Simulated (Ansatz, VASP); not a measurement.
# AgH16O8F in VASP and in Ansatz

```
CELL_PARAMETERS angstrom
6.57314 0.00000 0.00000
0.00000 6.57314 0.00000
0.00000 0.00000 6.57314
ATOMIC_POSITIONS crystal
O 0.90382 0.70739 0.52499
O 0.27098 0.51806 0.70128
O 0.46062 0.69978 0.05254
O 0.16142 0.03880 0.60669
O 0.79763 0.46931 0.15177
O 0.57876 0.96057 0.66334
O 0.85961 0.25820 0.80462
O 0.67120 0.07313 0.27195
H 0.77207 0.74757 0.58516
H 0.87158 0.62327 0.40510
H 0.13042 0.55925 0.66751
H 0.26489 0.37055 0.71156
H 0.59391 0.62889 0.07223
H 0.42354 0.67543 0.90904
H 0.19213 0.08870 0.46262
H 0.07935 0.91630 0.58005
H 0.74729 0.34426 0.21877
H 0.84501 0.40763 0.02002
H 0.60739 0.01338 0.52523
H 0.42876 0.96847 0.66922
H 0.74327 0.16655 0.78078
H 0.97526 0.18331 0.74319
H 0.54791 0.02399 0.20333
H 0.77638 0.97254 0.24412
Ag 0.28584 0.45091 0.17944
F 0.24648 0.14670 0.25110
```

Alike in both runs: functional PBE; k mesh 1 × 1 × 1; occupations fermi-dirac, width 0.05 eV; no spin polarisation.

Ansatz relaxed the structure, and its values are those at the end. VASP's run is a single point on that final structure, the one shown.

|  | VASP | Ansatz |
| --- | --- | --- |
| version | VASP 6.6.1 | Ansatz 0.2.0 |
| potentials or method | VASP PAW PBE potentials, release 64 (O, H, Ag_sv_GW, F), cutoff 520 eV | scalar-relativistic, plane waves, PAW |
| valence electrons in the cell | 90 | 90 |

Ansatz gave:

```
gap on the k mesh at the Fermi level (eV) : 3.48
rms of the force components (eV/Å)        : 0.074
```

Question: Which values does VASP return?

Answer: gap on the k mesh at the Fermi level (eV): 3.48; rms of the force components (eV/Å): 0.069.

Ansatz's warnings: xc potential rough in thin density.
